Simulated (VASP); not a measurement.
Crystal: Ga3SbN2.

```
Ga Sb N
1.0
     5.87894    0.00000    0.00000
    -2.93947    5.09131    0.00000
     0.00000    0.00000    3.39581
Ga Sb N
3 1 2
Direct
  0.50000 0.00000 0.27914
  0.00000 0.50000 0.27914
  0.50000 0.50000 0.27914
  0.00000 0.00000 0.55327
  0.33333 0.66667 0.01511
  0.66667 0.33333 0.01511
```

The cell was generated, and may not be a known phase.

* Program: VASP 6.6.1
* Task: relaxation of cell and atoms
* Functional: PBE
* Potentials or basis: VASP PAW PBE potentials, release 64 (Ga_d, Sb, N)
* Cutoff: 600 eV
* k mesh: 6 × 6 × 12
* Occupations: gaussian, width 0.1 eV
* Spin: no spin polarisation

At the start: pressure 0.3 GPa; volume 16.94 Å³/atom.

Problem. How do energy, volume and symmetry change on relaxing?

Solution. Over 29 steps the energy falls by 14.3 meV/atom and the volume is 16.00 Å³/atom (-5.5 %); space group P6mm (No. 183, to 0.1 Å) before and after.

Step by step:
| step | energy change (eV) | largest force (eV/Å) | pressure (GPa) | volume (Å³) |
| --- | --- | --- | --- | --- |
| 1 | 0.0000 | 0.1613 | 0.33 | 101.64 |
| 2 | -0.0208 | 0.2051 | -0.75 | 102.15 |
| 3 | -0.0291 | 0.2418 | -2.02 | 102.75 |
| 4 | -0.0395 | 0.2344 | -1.76 | 102.11 |
| 5 | -0.0492 | 0.2209 | -1.33 | 101.14 |
| 6 | -0.0417 | 0.1920 | -0.52 | 99.18 |
| 7 | -0.0509 | 0.2137 | -1.21 | 100.58 |
| 8 | -0.0584 | 0.1912 | -0.47 | 99.82 |
| 9 | -0.0617 | 0.1663 | 0.41 | 98.90 |
| 10 | -0.0661 | 0.1443 | 0.28 | 98.86 |
| 11 | -0.0725 | 0.0909 | -0.29 | 98.73 |
| 12 | -0.0726 | 0.0832 | -0.30 | 98.71 |
| 13 | -0.0763 | 0.0675 | -0.22 | 98.29 |
| 14 | -0.0823 | 0.0340 | -0.09 | 97.37 |
| 15 | -0.0842 | 0.0604 | 0.30 | 95.52 |
| 16 | -0.0852 | 0.0427 | 0.16 | 96.20 |
| 17 | -0.0853 | 0.0147 | -0.35 | 96.33 |
| 18 | -0.0855 | 0.0102 | -0.11 | 96.28 |
| 19 | -0.0857 | 0.0128 | 0.04 | 96.08 |
| 20 | -0.0857 | 0.0116 | -0.06 | 96.11 |
| 21 | -0.0857 | 0.0122 | -0.04 | 96.10 |
| 22 | -0.0857 | 0.0125 | -0.04 | 96.09 |
| 23 | -0.0857 | 0.0129 | 0.01 | 96.09 |
| 24 | -0.0857 | 0.0116 | -0.02 | 96.09 |
| 25 | -0.0857 | 0.0108 | 0.11 | 95.98 |
| 26 | -0.0857 | 0.0106 | -0.01 | 96.00 |
| 27 | -0.0857 | 0.0118 | 0.04 | 95.99 |
| 28 | -0.0857 | 0.0113 | 0.00 | 95.99 |
| 29 | -0.0857 | 0.0073 | -0.05 | 96.01 |

Final structure:
```yaml
crystal:
  lattice:
    - [5.91150, 0.00000, 0.00000]
    - [-2.95575, 5.11951, 0.00000]
    - [0.00000, 0.00000, 3.17247]
  atoms:
    - { symbol: Ga, position: [0.50000, 0.00000, 0.30509] }
    - { symbol: Ga, position: [0.00000, 0.50000, 0.30509] }
    - { symbol: Ga, position: [0.50000, 0.50000, 0.30509] }
    - { symbol: Sb, position: [0.00000, 0.00000, 0.51320] }
    - { symbol: N, position: [0.33333, 0.66667, 0.99623] }
    - { symbol: N, position: [0.66667, 0.33333, 0.99623] }
```
